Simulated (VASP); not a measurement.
A run of VASP 6.6.1:

POSCAR

```
P
1.0
    1.7009410456      0.9820387706      2.8103917837
   -1.7009410456      0.9820387706      2.8103917837
    0.0000000000     -1.9640775411      2.8103917837
P
2
Direct
    0.2375398780      0.2375398780      0.2375398780
    0.7624601220      0.7624601220      0.7624601220
```

The input INCAR.step1:

```
SYSTEM = P
PREC     = Accurate       ! precision mode
ENCUT    = 520            ! plane-wave cutoff, eV
ISMEAR   = 0              ! smearing method
SIGMA    = 0.1            ! smearing width, eV
LREAL    = .FALSE.        ! projectors in reciprocal space
LASPH    = .TRUE.         ! aspherical terms in the spheres
NELM     = 80             ! most SCF steps
NBANDS   = 12             ! bands
GGA      = PE             ! functional
ALGO     = Normal         ! electronic algorithm
EDIFF    = 1E-4           ! SCF threshold, eV
LWAVE    = .TRUE.         ! write WAVECAR
LCHARG   = .FALSE.        ! write CHGCAR
```

INCAR.step2

```
SYSTEM = P
PREC     = Accurate       ! precision mode
ENCUT    = 520            ! plane-wave cutoff, eV
EDIFF    = 1E-6           ! SCF threshold, eV
ISMEAR   = 0              ! smearing method
SIGMA    = 0.1            ! smearing width, eV
LREAL    = .FALSE.        ! projectors in reciprocal space
LASPH    = .TRUE.         ! aspherical terms in the spheres
NELM     = 80             ! most SCF steps
ALGO     = Normal         ! electronic algorithm
ISIF     = 2              ! what is computed and relaxed
LWAVE    = .FALSE.        ! write WAVECAR
LCHARG   = .FALSE.        ! write CHGCAR
METAGGA  = R2SCAN         ! meta-GGA
LMIXTAU  = .TRUE.       
IVDW     = 12             ! dispersion correction
VDW_S6   = 1.0          
VDW_S8   = 0.78981345   
VDW_A1   = 0.49484001   
VDW_A2   = 5.73083694   
NBANDS   = 12             ! bands
ISTART   = 1
```

The input KPOINTS:

```
Automatic mesh
0
G
  15 15 15
  0 0 0
```

Potentials or basis: VASP PAW PBE potentials, release 64 (P).

Launch:

```sh
$ cat potpaw_PBE.64/P/POTCAR > POTCAR
$ cp INCAR.step1 INCAR
$ mpirun -np 1 vasp_std > vasp.out
$ cp INCAR.step2 INCAR
$ mpirun -np 1 vasp_std > vasp.out
```

Hardware: 1 thread of Intel(R) Xeon(R) 6975P-C (Granite Rapids) (shared host).

**Question.** How long does it take, and how much memory?

**Answer.** Run time: 2.8 min on 1 thread of Intel(R) Xeon(R) 6975P-C (Granite Rapids), with other jobs on the host, peak memory 0.23 GiB. Counts: k points 344.
